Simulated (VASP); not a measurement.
Here is a VASP 6.6.1 calculation.

File INCAR:

```
ALGO = Normal
EDIFF = 1E-7
ENCUT = 520
ISIF = 2
ISMEAR = -1
LASPH = True
LCHARG = False
LREAL = False
LWAVE = False
NBANDS = 22
NELM = 80
PREC = Accurate
SIGMA = 0.05
```

File KPOINTS:

```
k-points
0
Gamma
  7 7 3
```

POSCAR

```
Br
1.0
    3.3268839030     -1.9668364345      0.0000000000
    3.3268839030      1.9668364345      0.0000000000
    0.0000000000      0.0000000000      8.4036567960
Br
4
Direct
    0.3374833411      0.6625166589      0.3791789799
    0.1625166589      0.8374833411      0.8791789799
    0.6625166589      0.3374833411      0.6208210201
    0.8374833411      0.1625166589      0.1208210201
```

Potentials or basis: VASP PAW LDA potentials, release 64 (Br).

Run with:

```sh
$ cat potpaw_LDA.64/Br/POTCAR > POTCAR
$ mpirun -np 1 vasp_std > vasp.out
```

Task: What does it give for the largest force?

Result: 0.018 eV/Å.

Task: What does it give for the band gap on the k mesh?

Result: 1.09 eV, indirect (least direct gap 1.29 eV).

Task: What does it give for the pressure?

Result: 0.1 GPa.

Forces in eV/Å, atoms in the order of the input:
```
Br   0.000  0.012 -0.014
Br   0.000 -0.012 -0.014
Br   0.000 -0.012  0.014
Br   0.000  0.012  0.014
```

A k mesh can miss the band edges. Expect the measured gap to be larger: semilocal functionals such as LDA lack the derivative discontinuity.
